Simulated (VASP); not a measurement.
A run of VASP 6.6.1:

File INCAR:

```
SYSTEM = HgTe
ALGO = Normal
EDIFF = 1E-6
ENCUT = 520
GGA = PE
ISIF = 2
ISMEAR = 0
LASPH = .TRUE.
LCHARG = .TRUE.
LELF = .TRUE.
LREAL = .FALSE.
LVHAR = .TRUE.
LWAVE = .FALSE.
NBANDS = 16
NELM = 100
PREC = Accurate
SIGMA = 0.15
```

File KPOINTS:

```
k-points
0
G
  14 14 14
  0 0 0
```

POSCAR

```
HgTe
1.0
    0.0000000000      3.2718525000      3.2718525000
    3.2718525000      0.0000000000      3.2718525000
    3.2718525000      3.2718525000      0.0000000000
Hg Te
1 1
Direct
    0.0000000000      0.0000000000      0.0000000000
    0.7500000000      0.7500000000      0.7500000000
```

Potentials or basis: VASP PAW PBE potentials, release 64 (Hg, Te).

Command:

```sh
$ cat potpaw_PBE.64/Hg/POTCAR potpaw_PBE.64/Te/POTCAR > POTCAR
$ mpirun -np 1 vasp_std > vasp.out
```

Hardware: 1 thread of AMD EPYC 7571, with other jobs on the host.

**Question.** Estimate the wall time of this run.

**Answer.** It took 3.2 min on 1 thread of AMD EPYC 7571, with other jobs on the host, peak memory 0.25 GiB. Counts: scf iterations 13, k points 104.
